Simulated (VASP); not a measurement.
Input of a VASP 6.6.1 run:

Contents of INCAR:

```
SYSTEM = Si
PREC = Accurate
ENCUT = 520
EDIFF = 1E-7
ISMEAR = 0
SIGMA = 0.03
LREAL = .False.
LASPH = .True.
NELM = 100
ALGO = Normal
ISIF = 2
LWAVE = .False.
LCHARG = .False.
GGA = PE
NBANDS = 26
```

KPOINTS

```
Automatic mesh
0
Gamma
  10 10 6
  0 0 0
```

POSCAR

```
Si
1.0
    7.0339052071     -1.9559643326      0.0238396596
    7.0339052071      1.9559643326      0.0238396596
   -0.7382917970      0.0000000000      6.1723077119
Si
8
Direct
    0.0427491161      0.0685752169      0.8741221558
    0.9314247831      0.9572508839      0.1258778442
    0.5449241994      0.5735363720      0.6536328742
    0.4264636280      0.4550758006      0.3463671258
    0.2489950201      0.1767920981      0.0570686657
    0.8232079019      0.7510049799      0.9429313343
    0.7181434453      0.7359080939      0.5855965457
    0.2640919061      0.2818565547      0.4144034543
```

Potentials or basis: VASP PAW PBE potentials, release 64 (Si).

Command:

```sh
$ cat potpaw_PBE.64/Si/POTCAR > POTCAR
$ mpirun -np 1 vasp_std > vasp.out
```

**Question.** Predict the band gap on the k mesh.

**Answer.** 0.19 eV (least direct gap 0.44 eV).

**Question.** Predict the largest force.

**Answer.** 0.325 eV/Å.

**Question.** What does it give for the pressure?

**Answer.** -0.1 GPa.

Forces on the atoms (eV/Å):
```
Si   0.241 -0.061  0.045
Si  -0.241 -0.061 -0.045
Si   0.194 -0.060 -0.019
Si  -0.194 -0.060  0.019
Si  -0.074  0.129 -0.289
Si   0.074  0.129  0.289
Si  -0.131 -0.008 -0.295
Si   0.131 -0.008  0.295
```

Caveat: the cell differs from its parent crystal (atoms displaced along a vibrational mode, the cell strained). A k mesh can miss the band edges.
